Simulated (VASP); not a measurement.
Crystal: LiCl2.

```
CELL_PARAMETERS angstrom
4.29336 0.00000 0.00000
-2.14668 3.71816 0.00000
0.00000 0.00000 4.26195
ATOMIC_POSITIONS crystal
Li 0.00000 0.00000 0.00000
Cl 0.33333 0.66667 0.50000
Cl 0.66667 0.33333 0.50000
```

The cell was built from a structure type or drawn by symmetry, and may not be a known phase.

- Program: VASP 6.6.1
- Task: relaxation of cell and atoms
- Functional: PBE
- Potentials or basis: VASP PAW PBE potentials, release 64 (Li_sv, Cl)
- Cutoff: 600 eV
- k mesh: 6 × 6 × 4
- Occupations: gaussian, width 0.1 eV
- Spin: no spin polarisation

At the start: pressure 7.9 GPa; volume 22.68 Å³/atom.

**Question.** Where does the relaxation end?

**Answer.** Over 11 steps the energy falls by 296.4 meV/atom and the volume is 23.68 Å³/atom (+4.4 %); space group P6/mmm (No. 191, to 0.1 Å) before and after.

The path:
| step | energy change (eV) | largest force (eV/Å) | pressure (GPa) | volume (Å³) |
| --- | --- | --- | --- | --- |
| 1 | 0.0000 | 0.0000 | 7.90 | 68.04 |
| 2 | -0.7816 | 0.0000 | -0.30 | 79.07 |
| 3 | -0.8036 | 0.0000 | -1.70 | 83.09 |
| 4 | -0.8073 | 0.0000 | -1.33 | 81.86 |
| 5 | -0.8070 | 0.0000 | -1.24 | 81.59 |
| 6 | -0.8385 | 0.0000 | -1.08 | 79.18 |
| 7 | -0.8807 | 0.0000 | -0.61 | 74.46 |
| 8 | -0.8273 | 0.0000 | 1.31 | 65.30 |
| 9 | -0.8881 | 0.0000 | -0.32 | 72.34 |
| 10 | -0.8886 | 0.0000 | -0.22 | 71.67 |
| 11 | -0.8893 | 0.0000 | 0.04 | 71.04 |

Final structure:
```cif
data_structure
_symmetry_space_group_name_H-M 'P 1'
_symmetry_Int_Tables_number 1
_cell_length_a 4.7676
_cell_length_b 4.7676
_cell_length_c 3.6087
_cell_angle_alpha 90.000
_cell_angle_beta 90.000
_cell_angle_gamma 120.000
_cell_volume 71.04
loop_
_atom_site_label
_atom_site_type_symbol
_atom_site_fract_x
_atom_site_fract_y
_atom_site_fract_z
_atom_site_occupancy
Li1 Li 0.00000 0.00000 0.00000 1
Cl1 Cl 0.33333 0.66667 0.50000 1
Cl2 Cl 0.66667 0.33333 0.50000 1
```

Caveat: the k points lie up to 0.44 Å⁻¹ apart in the final cell, too coarse for converged energies and pressures of a metal; the cutoff is under 1.25 times the usual one of these potentials, so pressure, stress and relaxed cells hold a basis-set (Pulay) error; a cell axis changed by over 15 % at a fixed basis, so the end point is rough; an odd number of electrons without spin polarisation forces a metal; a magnetic or distorted state may lie lower.
